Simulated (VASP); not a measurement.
# BAs (F-43m) in VASP: further runs, part 2 of 2

VASP 6.6.1. The steps go on from the part before.

**3. Single point, PBE (volume scaled by 1.10)**

Contents of INCAR:

```
PREC = Accurate
ENCUT = 520
EDIFF = 1E-6
ISMEAR = 0
SIGMA = 0.02
LREAL = False
LASPH = True
NELM = 80
ALGO = Normal
ISIF = 2
LWAVE = False
LCHARG = False
GGA = PE
NBANDS = 11
```

Contents of KPOINTS:

```
Automatic mesh
0
Gamma
  10 10 10
```

Contents of POSCAR:

```
BAs
1.0
    0.0000000000      2.4820258539      2.4820258539
    2.4820258539      0.0000000000      2.4820258539
    2.4820258539      2.4820258539      0.0000000000
B As
1 1
Direct
    0.0000000000      0.0000000000      0.0000000000
    0.2500000000      0.2500000000      0.2500000000
```

Potentials or basis: VASP PAW PBE potentials, release 64 (B, As).

Launch:

```console
$ cat potpaw_PBE.64/B/POTCAR potpaw_PBE.64/As/POTCAR > POTCAR
$ mpirun -np 1 vasp_std > vasp.out
```

OUTCAR:

```text
PREC = Accurate
   ENCUT = 520
   EDIFF = 1E-6
   ISMEAR = 0
   LREAL = False
   LASPH = True
   NELM = 80
   ISIF = 2
   GGA = PE

 ion  position               nearest neighbor table
   1  0.000  0.000  0.000-   2 2.15   2 2.15   2 2.15   2 2.15
   2  0.250  0.250  0.250-   1 2.15   1 2.15   1 2.15   1 2.15

  LATTYP: Found a face centered cubic cell.
 ALAT       =     4.9640517078

  Lattice vectors:

 A1 = (   0.0000000000,   2.4820258539,   2.4820258539)
 A2 = (   2.4820258539,   0.0000000000,   2.4820258539)
 A3 = (   2.4820258539,   2.4820258539,   0.0000000000)

Analysis of symmetry for initial positions (statically):
=====================================================================
 Subroutine PRICEL returns:
 Original cell was already a primitive cell.

 Routine SETGRP: Setting up the symmetry group for a
 face centered cubic supercell.

 Subroutine GETGRP returns: Found 24 space group operations
 (whereof 24 operations were pure point group operations)
 out of a pool of 48 trial point group operations.

The static configuration has the point symmetry T_d .

Analysis of symmetry for dynamics (positions and initial velocities):
[... 164 lines left out ...]
 fundamental gap:      1.2863025705
 Fermi energy:         5.0041225288

 k-point     1 :       0.0000    0.0000    0.0000
  band No.  band energies     occupation
      1      -9.4880      2.00000
      2       4.9150      2.00000
      3       4.9150      2.00000
      4       4.9150      2.00000
      5       8.0553      0.00000
      6       8.0553      0.00000
      7       8.0553      0.00000
      8       8.1919      0.00000
      9      13.9735      0.00000
     10      17.4154      0.00000
     11      17.4154      0.00000
[... 309 lines left out ...]
 k-point    24 :       0.4000    0.3000    0.0000
  band No.  band energies     occupation
      1      -7.1531      2.00000
      2      -1.2465      2.00000
      3       1.3983      2.00000
      4       1.8298      2.00000
      5       6.6643      0.00000
      6       8.2395      0.00000
      7      12.9697      0.00000
      8      13.2454      0.00000
      9      16.0033      0.00000
     10      19.3429      0.00000
     11      20.0619      0.00000

 [... further k-points ...]
[... 5 lines left out ...]
  --------------------------------------------------------------------------------------
  -------------------------------------------------------------------------------------
  Total       -1.8851283     -1.8851283     -1.8851283      0.0000000      0.0000000      0.0000000
  in kB      -98.7648919    -98.7648919    -98.7648919      0.0000000      0.0000000      0.0000000
  external PRESSURE =     -98.7648919 kB  Pullay stress =       0.0000000 kB

 VOLUME and BASIS-vectors are now :
 -----------------------------------------------------------------------------
  energy-cutoff  :      520.00
  volume of cell :       30.58
      direct lattice vectors                 reciprocal lattice vectors
     0.000000000  2.482025854  2.482025854    -0.201448345  0.201448345  0.201448345
     2.482025854  0.000000000  2.482025854     0.201448345 -0.201448345  0.201448345
     2.482025854  2.482025854  0.000000000     0.201448345  0.201448345 -0.201448345

 POSITION                                       TOTAL-FORCE (eV/Angst)
 -----------------------------------------------------------------------------------
      0.00000      0.00000      0.00000        -0.000000     -0.000000     -0.000000
      1.24101      1.24101      1.24101         0.000000      0.000000      0.000000
 -----------------------------------------------------------------------------------
    total drift:                                0.000000      0.000000      0.000000

  FREE ENERGIE OF THE ION-ELECTRON SYSTEM (eV)
  ---------------------------------------------------
  free  energy   TOTEN  =       -11.3258796438 eV

  energy  without entropy=      -11.3258796438  energy(sigma->0) =      -11.32587964
```

stdout:

```text
POSCAR found type information on POSCAR B As
 POSCAR found :  2 types and       2 ions
 scaLAPACK will be used
 LDA part: xc-table for (Slater+PW92), standard interpolation
 POSCAR, INCAR and KPOINTS ok, starting setup
 FFT: planning ... GRIDC
 FFT: planning ... GRID_SOFT
 FFT: planning ... GRID
 WAVECAR not read
 entering main loop
```

Run time: 10 s. Hardware: 1 thread of Intel Xeon Platinum 8488C (Sapphire Rapids), shared host; peak memory 0.16 GiB.

Results:

| Property | Result |
| --- | --- |
| Free energy | -11.3259 eV |
| Pressure | -9.9 GPa |
| Band gap on the k mesh | 1.29 eV, indirect (least direct gap 3.14 eV) |

Levels at points of the mesh, in eV from the valence-band top:
| k point | band 2 | band 3 | band 4 | band 5 | band 6 | band 7 |
| --- | --- | --- | --- | --- | --- | --- |
| (0.00, 0.00, 0.00) | 0.00 | 0.00 | 0.00 | 3.14 | 3.14 | 3.14 |
| (0.50, 0.00, 0.00) | -7.99 | -1.63 | -1.63 | 2.05 | 4.64 | 4.64 |
| (0.50, 0.50, 0.00) | -7.92 | -3.62 | -3.62 | 1.54 | 1.56 | 10.30 |

Caveat: the cell differs from its parent crystal (volume scaled by 1.10). A k mesh can miss the band edges.

**4. Relaxation of cell and atoms, PBE**

This run uses another cell than the first one, of 13.63 Å³/atom, 0.925 times its volume.

Contents of INCAR:

```
SYSTEM = BAs
PREC = Accurate
ENCUT = 600
EDIFF = 1E-6
ISMEAR = 0
SIGMA = 0.02
LREAL = .FALSE.
LASPH = .TRUE.
NELM = 100
ALGO = Normal
ISIF = 3
LWAVE = .FALSE.
LCHARG = .FALSE.
GGA = PE
IBRION = 2
NSW = 100
EDIFFG = -0.005
```

Contents of KPOINTS:

```
regular mesh
0
G
  10 10 10
  0 0 0
```

Contents of POSCAR:

```
BAs
1.0
    0.0000000000      2.3885000000      2.3885000000
    2.3885000000      0.0000000000      2.3885000000
    2.3885000000      2.3885000000      0.0000000000
B As
1 1
Direct
    0.0000000000      0.0000000000      0.0000000000
    0.2500000000      0.2500000000      0.2500000000
```

Launch:

```console
$ cat potpaw_PBE.64/B/POTCAR potpaw_PBE.64/As/POTCAR > POTCAR
$ mpirun -np 1 vasp_std > vasp.out
```

Run time: 17 s. Hardware: 1 thread of Intel Xeon Platinum 8488C (Sapphire Rapids), shared host; peak memory 0.17 GiB.

It converged, with:

- Free energy: -11.4144 eV
- Relaxed volume: 13.97 Å³/atom
- Relaxed cell: a = 3.406 Å, b = 3.406 Å, c = 3.406 Å, α = 60.00°, β = 60.00°, γ = 60.00°
- Space group after relaxing (to 0.05 Å): F-43m (No. 216)
- Energy gained by relaxing: 3.5 meV/atom
- Ionic steps: 3
- Pressure after relaxing: 0.0 GPa
- Band gap on the k mesh: 1.20 eV, indirect (least direct gap 3.25 eV)

The path:
| step | energy change (eV) | largest force (eV/Å) | pressure (GPa) | volume (Å³) |
| --- | --- | --- | --- | --- |
| 1 | 0.0000 | 0.0000 | 3.42 | 27.25 |
| 2 | -0.0037 | 0.0000 | -2.18 | 28.42 |
| 3 | -0.0071 | 0.0000 | 0.01 | 27.93 |

Final structure:
```
CELL_PARAMETERS angstrom
0.00000 2.40817 2.40817
2.40817 0.00000 2.40817
2.40817 2.40817 0.00000
ATOMIC_POSITIONS crystal
B 0.00000 0.00000 0.00000
As 0.25000 0.25000 0.25000
```

Levels at points of the mesh, in eV from the valence-band top:
```tsv
k point	band 2	band 3	band 4	band 5	band 6	band 7
(0.00, 0.00, 0.00)	0.00	0.00	0.00	3.25	3.25	3.25
(0.50, 0.00, 0.00)	-8.61	-1.78	-1.78	2.55	4.75	4.75
(0.50, 0.50, 0.00)	-8.39	-3.98	-3.98	1.46	1.46	11.13
```

A k mesh can miss the band edges. A hybrid or GW would open this gap; PBE tends to underestimate it.

**5. The runs side by side**

```tsv
task	cell	cutoff (eV)	gap on the mesh (eV)	pressure (GPa)
single point	a = 3.467 Å, angles 60.0°, 2 atoms	520	1.25	-6.3
single point	a = 3.510 Å, angles 60.0°, 2 atoms	520	1.29	-9.9
relaxation of cell and atoms	relaxed from a = 3.378 Å, angles 60.0°, 2 atoms	600	1.20	0.0
```

Alike in all rows: level PBE; potentials or basis VASP PAW PBE potentials, release 64 (B, As); no spin polarisation; k mesh 10 × 10 × 10; smearing gaussian 0.02 eV.

Total energies depend on the potentials used, so only differences within one code and one set of settings carry meaning.
